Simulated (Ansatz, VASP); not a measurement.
# Two plane-wave programs on Zn2GeN3

```
Zn Ge N
1.0
     2.54073   -4.87169    0.00000
     2.54073    4.87169    0.00000
     0.00000    0.00000    3.05370
Zn Ge N
2 1 3
Direct
  0.00000 0.50000 0.50000
  0.50000 0.00000 0.50000
  0.50000 0.50000 0.00000
  0.31795 0.68205 0.00000
  0.68205 0.31795 0.00000
  0.00000 0.00000 0.50000
```

Alike in both runs: task single point; functional PBE; k mesh 8 × 8 × 12; occupations gaussian, width 0.1 eV; no spin polarisation.

```csv
,VASP,Ansatz
version,VASP 6.6.1,Ansatz 0.2.0
potentials or method,"VASP PAW PBE potentials, release 64 (Zn, Ge_d, N), cutoff 520 eV","scalar-relativistic, plane waves, PAW"
valence electrons in the cell,53,53
```

Ansatz gave:

* gap on the k mesh at the Fermi level (eV): none
* pressure (GPa): 0.0
* traceless stress, the component that is largest in VASP (GPa): 0.00
* rms of the force components (eV/Å): 0.000

**Question.** Estimate VASP's values.

**Answer.** gap on the k mesh at the Fermi level (eV): none; pressure (GPa): 0.2; traceless stress, the component that is largest in VASP (GPa): -0.54; rms of the force components (eV/Å): 0.034.

Atom by atom the forces differ by 0.034 eV/Å (rms over components). A gap of «none» marks a metal or a gap that the smearing closes. The functional is the same, so the differences come from potentials, cutoffs and numerics.
